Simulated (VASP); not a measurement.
Wanted: the native input for a VASP 6.6.1 run.

```yaml
Task: single point
Functional: PBE
Potentials_or_basis: VASP PAW PBE potentials, release 64 (Rh_pv)
Cutoff: 520 eV
k_mesh: 20 × 20 × 14
Occupations: gaussian, width 0.1 eV
Spin: no spin polarisation
Dipole_correction: no
Further_INCAR_settings: ALGO = Fast; EDIFF = 1e-06; NBANDS = 22
```

The structure of Rh lies in POSCAR:

```
Rh
1.0
    1.9724180157      1.9724180157      0.0000000000
   -1.9098567566      1.9098567566      0.0000000000
    0.0000000000      0.0000000000      3.7850095305
Rh
2
Direct
    0.0000000000      0.0000000000      0.0000000000
    0.5000000000      0.5000000000      0.5000000000
```

This cell differs from its parent crystal: uniaxial strain along a: +3.0 %, then relaxed in part.

These files were run (other wordings do the same):

INCAR

```
SYSTEM = Rh
PREC = Accurate
ENCUT = 520
EDIFF = 1E-6
ISMEAR = 0
SIGMA = 0.1
LREAL = .False.
LASPH = .True.
NELM = 60
ALGO = Fast
ISIF = 2
LWAVE = .False.
LCHARG = .False.
GGA = PE
NBANDS = 22
```

KPOINTS

```
Automatic mesh
0
Gamma
  20 20 14
  0 0 0
```

Potentials or basis: VASP PAW PBE potentials, release 64 (Rh_pv).

Command:

```console
$ cat potpaw_PBE.64/Rh_pv/POTCAR > POTCAR
$ mpirun -np 1 vasp_std > vasp.out
```

Results of the run:

- Pressure: -3.3 GPa
- Band gap on the k mesh: zero (bands 15 and 16 overlap by 2.34 eV)

Caveat: the cell differs from its parent crystal (uniaxial strain along a: +3.0 %, then relaxed in part); the cell stands under tension.

Run time: 2.6 min on 1 thread of Intel(R) Xeon(R) 6975P-C (Granite Rapids), with other jobs on the host, peak memory 0.52 GiB.
